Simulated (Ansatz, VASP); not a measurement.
**PbO2: VASP beside Ansatz**

```
CELL_PARAMETERS angstrom
1.72316 0.99487 4.44785
-1.72316 0.99487 4.44785
0.00000 -1.98974 4.44785
ATOMIC_POSITIONS crystal
Pb 0.00000 0.00000 0.00000
O 0.25565 0.25565 0.25565
O 0.74435 0.74435 0.74435
```

Alike in both runs: task single point; functional r2SCAN; k mesh 12 × 12 × 12; occupations gaussian, width 0.05 eV; no spin polarisation.

```csv
,VASP,Ansatz
version,VASP 6.6.1,Ansatz 0.2.0
potentials or method,"VASP PAW PBE potentials, release 64 (Pb_d, O), cutoff 520 eV","scalar-relativistic, plane waves, PAW"
valence electrons in the cell,26,26
```

Ansatz gave:

| Property | Result |
| --- | --- |
| gap on the k mesh at the Fermi level (eV) | 0.36 |
| least direct gap on the mesh (eV) | 0.43 |
| pressure (GPa) | -5.8 |
| traceless stress, the component that is largest in VASP (GPa) | 1.03 |
| rms of the force components (eV/Å) | 0.166 |

Q: Which values does VASP return?

A: gap on the k mesh at the Fermi level (eV): 0.34; least direct gap on the mesh (eV): 0.40; pressure (GPa): -5.0; traceless stress, the component that is largest in VASP (GPa): 0.57; rms of the force components (eV/Å): 0.133.

VASP's potentials were made for PBE, not for r2SCAN. Atom by atom the forces differ by 0.033 eV/Å (rms over components). With one functional, cell and mesh, what is left measures potentials, basis and numerics.

Spin-orbit coupling is off throughout.
